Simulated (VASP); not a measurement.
Runs of VASP 6.6.1 on C. The structure is that of space group P6_3/mmc (No. 194), or close to it. The cells are those of the table. 

```csv
cell,gap on the mesh (eV),pressure (GPa),largest force (eV/Å)
"a = 2.395, b = 2.395, c = 3.987 Å, angles 90.0, 90.0, 120.0°, 4 atoms",2.70,74.5,0.18
"a = 2.499, b = 2.499, c = 4.161 Å, angles 90.0, 90.0, 120.0°, 4 atoms",(a),1.1,0.01
"a = 2.595, b = 2.595, c = 4.321 Å, angles 90.0, 90.0, 120.0°, 4 atoms",(c),-40.8,0.12
"a = 2.564, b = 2.564, c = 4.269 Å, angles 90.0, 90.0, 120.0°, 4 atoms",(b),-29.4,0.08
"a = 2.532, b = 2.532, c = 4.215 Å, angles 90.0, 90.0, 120.0°, 4 atoms",3.30,-15.6,0.04
```

Alike in all rows: task single point; level PBEsol; potentials or basis VASP PAW PBE potentials, release 64 (C); no spin polarisation; k mesh 13 × 13 × 7; cutoff (eV) 520; smearing fermi-dirac 0.05 eV.

Task: Fill in the values left out.

Result: (a) 3.17; (b) 3.41; (c) 3.51.

Caveats: the PAW data sets were made with another functional, which shifts forces and pressure a little.

A k mesh can miss the band edges.
